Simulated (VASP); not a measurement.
# ZnS (F-43m) in VASP: a series of runs, part 2 of 2

VASP 6.6.1. The steps go on from the part before.

## (4) Single point, r2SCAN

Contents of POSCAR:

```
ZnS
1.0
    0.0000000000      2.7045000000      2.7045000000
    2.7045000000      0.0000000000      2.7045000000
    2.7045000000      2.7045000000      0.0000000000
Zn S
1 1
Direct
    0.0000000000      0.0000000000      0.0000000000
    0.2500000000      0.2500000000      0.2500000000
```

Contents of INCAR.step1:

```
SYSTEM = ZnS
  PREC = Accurate
  ENCUT = 520
  ISMEAR = 0
  SIGMA = 0.03
  LREAL = .False.
  LASPH = .True.
  NELM = 80
  NBANDS = 16
  GGA = PE
  ALGO = Normal
  EDIFF = 1E-4
  LWAVE = .True.
  LCHARG = .False.
```

Contents of INCAR.step2:

```
SYSTEM = ZnS
  PREC = Accurate
  ENCUT = 520
  EDIFF = 1E-7
  ISMEAR = 0
  SIGMA = 0.03
  LREAL = .False.
  LASPH = .True.
  NELM = 80
  ALGO = Normal
  ISIF = 2
  LWAVE = .False.
  LCHARG = .False.
  METAGGA = R2SCAN
  LMIXTAU = .True.
  NBANDS = 16
  ISTART = 1
```

Contents of KPOINTS:

```
regular mesh
0
Gamma
  10 10 10
  0 0 0
```

Potentials or basis: VASP PAW PBE potentials, release 64 (Zn, S).

The run is started by

```console
cat potpaw_PBE.64/Zn/POTCAR potpaw_PBE.64/S/POTCAR > POTCAR
cp INCAR.step1 INCAR
mpirun -np 1 vasp_std > vasp.out
cp INCAR.step2 INCAR
mpirun -np 1 vasp_std > vasp.out
```

OUTCAR:

```text
SYSTEM = ZnS
   PREC = Accurate
   ENCUT = 520
   EDIFF = 1E-7
   ISMEAR = 0
   LREAL = .False.
   LASPH = .True.
   NELM = 80
   ISIF = 2
   METAGGA = R2SCAN
   ISTART = 1

 ion  position               nearest neighbor table
   1  0.000  0.000  0.000-   2 2.34   2 2.34   2 2.34   2 2.34
   2  0.250  0.250  0.250-   1 2.34   1 2.34   1 2.34   1 2.34

  LATTYP: Found a face centered cubic cell.
 ALAT       =     5.4090000000

  Lattice vectors:

 A1 = (   0.0000000000,   2.7045000000,   2.7045000000)
 A2 = (   2.7045000000,   0.0000000000,   2.7045000000)
 A3 = (   2.7045000000,   2.7045000000,   0.0000000000)

Analysis of symmetry for initial positions (statically):
=====================================================================
 Subroutine PRICEL returns:
 Original cell was already a primitive cell.

 Routine SETGRP: Setting up the symmetry group for a
 face centered cubic supercell.

 Subroutine GETGRP returns: Found 24 space group operations
 (whereof 24 operations were pure point group operations)
 out of a pool of 48 trial point group operations.

The static configuration has the point symmetry T_d .

Analysis of symmetry for dynamics (positions and initial velocities):
=====================================================================
 Subroutine PRICEL returns:
 Original cell was already a primitive cell.

 Routine SETGRP: Setting up the symmetry group for a
 face centered cubic supercell.

 Subroutine GETGRP returns: Found 24 space group operations
 (whereof 24 operations were pure point group operations)
 out of a pool of 48 trial point group operations.

The dynamic configuration has the point symmetry T_d .

 Subroutine INISYM returns: Found 24 space group operations
 (whereof 24 operations are pure point group operations),
 and found     1 'primitive' translations

----------------------------------------------------------------------------------------

                                     Primitive cell

[... 104 lines left out ...]
   EFERMI =   0.00;   METHOD = LEGACY
   ISMEAR =     0;   SIGMA  =   0.03  broadening in eV -4-tet -1-fermi 0-gaus
   EFERMI_NEDOS =   21; number of points for ismear=-14 and -15
   IALGO  =     38    algorithm
   IMIX   =      4    mixing-type and parameters
     AMIX     =   0.40;   BMIX     =  1.00
     AMIX_MAG =   1.60;   BMIX_MAG =  1.00
  volume/ion in A,a.u.               =      19.78       133.49
  Fermi-wavevector in a.u.,A,eV,Ry     =   1.259125  2.379400 21.570603  1.585395
  Thomas-Fermi vector in A             =   2.392700
   LORBIT       =      0    0 simple, 1 ext, 2 COOP (PROOUT), +10 PAW based schemes
   METAGGA = R2SCAN    functional components
   LHFCALC =     F    Hartree Fock is set to
   AEXX    =    0.0000 exact exchange contribution
   IVDW    =     0    specifies the selected vdW correction
   LEPSILON=     F    determine dielectric tensor
   LRPA    =     F    only Hartree local field effects (RPA)
 non-spin polarized calculation
 Gauss-broadening in eV      SIGMA  =   0.03
  energy-cutoff  :      520.00
  volume of cell :       39.56
 maximum number of plane-waves:      1090
   NGX = 15   NGY = 15   NGZ = 15

 number of electron      17.9999998 magnetization

 Free energy of the ion-electron system (eV)
  ---------------------------------------------------
  ext. energy  EPLUGINS =         0.00000000
  ---------------------------------------------------
  free energy    TOTEN  =       -18.86522215 eV

  energy without entropy =      -18.86522215  energy(sigma->0) =      -18.86522215

 E-fermi :   1.9624     XC(G=0): -10.2701

 val. band max:        1.8043569236   @ k =   0.0000   0.0000   0.0000
 cond. band min:       4.4660268947   @ k =   0.0000   0.0000   0.0000
 fundamental gap:      2.6616699710
 Fermi energy:         1.9624405945

 k-point     1 :       0.0000    0.0000    0.0000
  band No.  band energies     occupation
      1     -11.8506      2.00000
      2      -4.6837      2.00000
      3      -4.6837      2.00000
      4      -4.6836      2.00000
      5      -4.1412      2.00000
      6      -4.1412      2.00000
[... 433 lines left out ...]
      3      -4.4265      2.00000
      4      -4.4145      2.00000
      5      -4.1184      2.00000
      6      -4.0831      2.00000
[... 8 lines left out ...]
     15      15.8104      0.00000
     16      18.4164      0.00000

 [... further k-points ...]
[... 5 lines left out ...]
  --------------------------------------------------------------------------------------
  -------------------------------------------------------------------------------------
  Total       -0.1982311     -0.1982311     -0.1982311     -0.0000000      0.0000000     -0.0000000
  in kB       -8.0277052     -8.0277052     -8.0277052     -0.0000000      0.0000000     -0.0000000
  external PRESSURE =      -8.0277052 kB  Pullay stress =       0.0000000 kB

 VOLUME and BASIS-vectors are now :
 -----------------------------------------------------------------------------
  energy-cutoff  :      520.00
  volume of cell :       39.56
      direct lattice vectors                 reciprocal lattice vectors
     0.000000000  2.704500000  2.704500000    -0.184877057  0.184877057  0.184877057
     2.704500000  0.000000000  2.704500000     0.184877057 -0.184877057  0.184877057
     2.704500000  2.704500000  0.000000000     0.184877057  0.184877057 -0.184877057

 POSITION                                       TOTAL-FORCE (eV/Angst)
 -----------------------------------------------------------------------------------
      0.00000      0.00000      0.00000         0.000000      0.000000     -0.000000
      1.35225      1.35225      1.35225        -0.000000     -0.000000      0.000000
 -----------------------------------------------------------------------------------
    total drift:                                0.000011      0.000011      0.000011

  FREE ENERGIE OF THE ION-ELECTRON SYSTEM (eV)
  ---------------------------------------------------
  free  energy   TOTEN  =       -18.8652221488 eV

  energy  without entropy=      -18.8652221488  energy(sigma->0) =      -18.86522215
```

OSZICAR.step1:

```text
N       E                     dE             d eps       ncg     rms          rms(c)
DAV:   1     0.899365386376E+02    0.89937E+02   -0.90765E+03  1504   0.137E+03
DAV:   2    -0.131417487396E+01   -0.91251E+02   -0.84958E+02  1712   0.261E+02
DAV:   3    -0.721280232448E+01   -0.58986E+01   -0.58733E+01  1856   0.639E+01
DAV:   4    -0.727486864810E+01   -0.62066E-01   -0.62047E-01  1880   0.684E+00
DAV:   5    -0.727559496658E+01   -0.72632E-03   -0.72631E-03  1896   0.709E-01    0.684E+00
DAV:   6    -0.686892133405E+01    0.40667E+00   -0.73475E-01  2264   0.299E+01    0.535E+00
DAV:   7    -0.684877200302E+01    0.20149E-01   -0.24949E-01  1816   0.449E+00    0.272E+00
DAV:   8    -0.684805592200E+01    0.71608E-03   -0.50866E-03  1920   0.854E-01    0.710E-01
DAV:   9    -0.684830278519E+01   -0.24686E-03   -0.12352E-03  1848   0.280E-01    0.986E-02
DAV:  10    -0.684847495645E+01   -0.17217E-03   -0.23704E-04  1832   0.131E-01    0.502E-02
DAV:  11    -0.684846560616E+01    0.93503E-05   -0.31385E-05   992   0.722E-02
   1 F= -.68484656E+01 E0= -.68484656E+01  d E =-.154654E-13
```

It took 3.4 min on 1 thread of Intel Xeon 8259CL, shared host; peak memory 0.18 GiB.

What came out:

| Quantity | Value |
| --- | --- |
| Free energy | -18.8652 eV |
| Pressure | -0.8 GPa |
| Band gap on the k mesh | 2.66 eV, direct |

Levels at points of the mesh, in eV from the valence-band top:
| k point | band 5 | band 6 | band 7 | band 8 | band 9 | band 10 | band 11 | band 12 | band 13 | band 14 |
| --- | --- | --- | --- | --- | --- | --- | --- | --- | --- | --- |
| (0.00, 0.00, 0.00) | -5.95 | -5.95 | 0.00 | 0.00 | 0.00 | 2.66 | 6.90 | 6.90 | 6.90 | 12.30 |
| (0.50, 0.00, 0.00) | -5.92 | -5.75 | -5.38 | -0.88 | -0.88 | 3.81 | 7.40 | 7.40 | 9.41 | 12.84 |
| (0.50, 0.50, 0.00) | -5.87 | -5.73 | -4.60 | -2.27 | -2.27 | 3.73 | 4.48 | 11.74 | 12.80 | 12.80 |

Caveat: the PAW data sets were made with another functional, which shifts forces and pressure a little.

## (5) Summary

```tsv
level	potentials or basis	gap on the mesh (eV)	pressure (GPa)
PBE	VASP PAW PBE potentials, release 64 (Zn, S)	2.10	1.5
LDA	VASP PAW LDA potentials, release 64 (Zn, S)	1.88	-4.5
r2SCAN	VASP PAW PBE potentials, release 64 (Zn, S)	2.66	-0.8
```

Alike in all rows: task single point; no spin polarisation; cell as given; k mesh 10 × 10 × 10; cutoff (eV) 520; smearing gaussian 0.03 eV.

Caveats: the PAW data sets were made with another functional, which shifts forces and pressure a little (some runs).

Absolute energies hang on the potentials; compare differences alone.
